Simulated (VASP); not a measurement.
# TiCo: single point with PBE

Crystal: TiCo.

```
Ti Co
1.0
     2.98548    0.00000    0.00000
     0.00000    2.98548    0.00000
     0.00000    0.00000    2.98548
Ti Co
1 1
Direct
  0.50000 0.50000 0.50000
  0.00000 0.00000 0.00000
```

- Program: VASP 6.6.1
- Task: single point
- Functional: PBE
- Potentials or basis: VASP PAW PBE potentials, release 64 (Ti_sv, Co)
- Cutoff: 520 eV
- k mesh: 14 × 14 × 14
- Occupations: gaussian, width 0.1 eV
- Spin: collinear spin, ferromagnetic start
- Starting moments: [0.0, 0.57] μB

```yaml
Pressure: -0.4 GPa
Net_moment: 0.88 μB per cell
Site_moments: Ti -0.03; Co +0.95 μB
Valence_electrons_inside_the_program's_atomic_spheres: Ti 10.29; Co 8.29
```

Levels at points of the mesh, in eV from the Fermi level:
Spin up:
```csv
k point,band 8,band 9,band 10,band 11,band 12,band 13,band 14,band 15
"(0.00, 0.00, 0.00)",-1.88,-1.88,-1.88,0.48,0.48,2.68,2.68,2.68
"(0.50, 0.00, 0.00)",-1.99,-1.99,-1.52,-0.68,-0.62,0.67,0.67,2.24
"(0.50, 0.50, 0.00)",-2.73,-1.52,-0.79,0.64,0.64,1.11,2.45,2.45
"(0.50, 0.50, 0.50)",-2.07,-2.07,-2.07,-1.49,-1.49,3.21,3.21,6.92
```
Spin down:
```tsv
k point	band 6	band 7	band 8	band 9	band 10	band 11	band 12	band 13	band 14	band 15
(0.00, 0.00, 0.00)	-3.50	-3.50	-1.32	-1.32	-1.32	1.05	1.05	2.78	2.78	2.78
(0.50, 0.00, 0.00)	-3.80	-1.85	-1.39	-1.39	-0.88	-0.79	0.61	0.68	0.68	2.26
(0.50, 0.50, 0.00)	-3.68	-2.28	-2.28	0.02	0.31	0.61	0.61	1.27	2.64	2.64
(0.50, 0.50, 0.50)	-2.31	-2.31	-2.07	-2.07	-2.07	0.05	0.05	3.14	3.14	7.22
```

Wall time 45 s on 1 thread of Intel(R) Xeon(R) 6975P-C (Granite Rapids), on a shared host, peak memory 0.23 GiB.
